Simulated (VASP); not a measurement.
# WS2: single point with r2SCAN

WS2:

```
CELL_PARAMETERS angstrom
1.59978 0.92363 6.24444
-1.59978 0.92363 6.24444
0.00000 -1.84727 6.24444
ATOMIC_POSITIONS crystal
W 0.00000 0.00000 0.00000
S 0.58100 0.58100 0.58100
S 0.75030 0.75030 0.75030
```

```
Program                : VASP 6.6.1
Task                   : single point
Functional             : r2SCAN
Potentials or basis    : VASP PAW PBE potentials, release 64 (W_sv, S)
Cutoff                 : 520 eV
k mesh                 : 10 × 10 × 10
Occupations            : fermi-dirac, width 0.05 eV
Spin                   : no spin polarisation
Dipole correction      : no
Further INCAR settings : ALGO = Normal; EDIFF = 1e-06; NBANDS = 20
```

The pressure is -3.7 GPa and the largest force is 0.980 eV/Å. The band gap on the k mesh is 1.22 eV (least direct gap 2.25 eV).

Forces on the atoms (eV/Å):
```
W    0.000  0.000 -0.566
S    0.000  0.000  0.980
S    0.000  0.000 -0.414
```

Stress tensor (GPa, compression positive):
```
-3.13  0.00  0.00
 0.00 -3.13  0.00
 0.00  0.00 -4.78
```

Levels at points of the mesh, in eV from the valence-band top:
```tsv
k point	band 9	band 10	band 11	band 12	band 13	band 14	band 15	band 16	band 17	band 18
(0.00, 0.00, 0.00)	-3.54	-2.33	-2.33	-1.66	-1.11	2.28	2.28	2.56	2.56	5.05
(0.50, 0.00, 0.00)	-5.32	-4.18	-2.67	-1.93	-1.69	2.34	2.65	3.85	3.93	4.69
(0.50, 0.50, 0.00)	-5.02	-4.10	-3.24	-2.12	-1.54	2.30	2.76	3.44	4.39	5.31
(0.50, 0.50, 0.50)	-3.55	-3.55	-2.29	-2.29	0.00	2.36	2.36	2.44	2.44	5.33
```

Run time: 28 min on 1 thread of Intel Xeon 8259CL, with other jobs on the host, peak memory 0.44 GiB.

Caveat: the cell stands under tension; the PAW data sets were made with another functional, which shifts forces and pressure a little; spin-orbit coupling is left out, which moves the levels of the heavy elements. r2SCAN opens gaps a little over a GGA but as a rule still falls short of measured ones.
